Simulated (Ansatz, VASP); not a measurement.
# MnO2, level by level in two programs

```
Mn O
1.0
     1.42843    0.82471    4.58393
    -1.42843    0.82471    4.58393
     0.00000   -1.64941    4.58393
Mn O
1 2
Direct
  0.00000 0.00000 0.00000
  0.73564 0.73564 0.73564
  0.26436 0.26436 0.26436
```

Single points on this cell with VASP 6.6.1 and Ansatz 0.2.0. Each row is one pair of runs. Alike in all rows: k mesh: 11 × 11 × 11; smearing: fermi-dirac, width 0.05 eV; Ansatz's potentials, cutoff: Ansatz PAW, 420 eV.

```tsv
level	spin	VASP's potentials, cutoff	gap on the k mesh at the Fermi level (eV), VASP	gap on the k mesh at the Fermi level (eV), Ansatz	pressure (GPa), VASP	pressure (GPa), Ansatz	rms of the force components (eV/Å), VASP	rms of the force components (eV/Å), Ansatz
PBEsol	collinear, typed start	VASP PAW PBE potentials, release 64 (Mn_sv, O), 700 eV	0.75	0.77	-2.3	-2.0	0.083	0.077
PBEsol	off	VASP PAW PBE potentials, release 64 (Mn_sv, O), 700 eV	none	none	-12.4	-12.1	0.265	0.256
LDA	collinear, typed start	VASP PAW LDA potentials, release 64 (Mn_sv, O), 700 eV	0.36	0.48	-8.7	-8.7	0.250	0.260
```

Gap on the k mesh at the fermi level (eV): the two programs differ by at most 0.116; pressure (GPa): the two programs differ by at most 0.33; rms of the force components (eV/Å): the two programs differ by at most 0.0102.

A gap of «none» marks a metal or a gap that the smearing closes.

Noted on Ansatz's runs: odd divisions of the mesh miss points on the zone boundary, where band edges often lie, so the gap on the mesh can be too wide; Pulay correction over one GPa.

A gap of «none» marks a metal or a gap under the smearing width.
